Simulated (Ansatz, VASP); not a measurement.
**WSe2 in VASP and in Ansatz**

```
CELL_PARAMETERS angstrom
3.24861 0.00000 0.00000
-1.62430 2.81338 0.00000
0.00000 0.00000 23.62832
ATOMIC_POSITIONS crystal
W 0.61114 0.33333 0.13547
W 0.39408 0.66667 0.86453
Se 0.26561 0.66667 0.20589
Se 0.72638 0.33333 0.93511
Se 0.26762 0.66667 0.06489
Se 0.72823 0.33333 0.79411
```

Change from the starting cell: mode 4 frozen in at -0.200 Å and mode 11 at +0.020 Å (largest displacements).

Alike in both runs: task single point; functional LDA; k mesh 9 × 9 × 2; occupations gaussian, width 0.05 eV; no spin polarisation.

```csv
,VASP,Ansatz
version,VASP 6.6.1,Ansatz 0.2.0
potentials or method,"VASP PAW LDA potentials, release 64 (W_sv, Se), cutoff 520 eV","scalar-relativistic, plane waves, PAW"
valence electrons in the cell,52,92
```

|  | VASP | Ansatz | Ansatz less VASP |
| --- | --- | --- | --- |
| gap on the k mesh at the Fermi level (eV) | 1.33 | 1.34 | +0.009 |
| least direct gap on the mesh (eV) | 1.69 | 1.68 | -0.003 |
| rms of the force components (eV/Å) | 0.209 | 0.202 | -0.0066 |

Ansatz warns that its potentials were made for another functional, while VASP's fit it. LDA's correlation is that of Perdew and Zunger in VASP and of Perdew and Wang (1992) in Ansatz. Atom by atom the forces differ by 0.049 eV/Å (rms over components). VASP's potentials hold 52 valence electrons a cell and Ansatz's 92, so a difference there can come from the potentials and not from the codes. Ansatz's warnings: xc potential rough in thin density.

Spin-orbit coupling is off throughout.
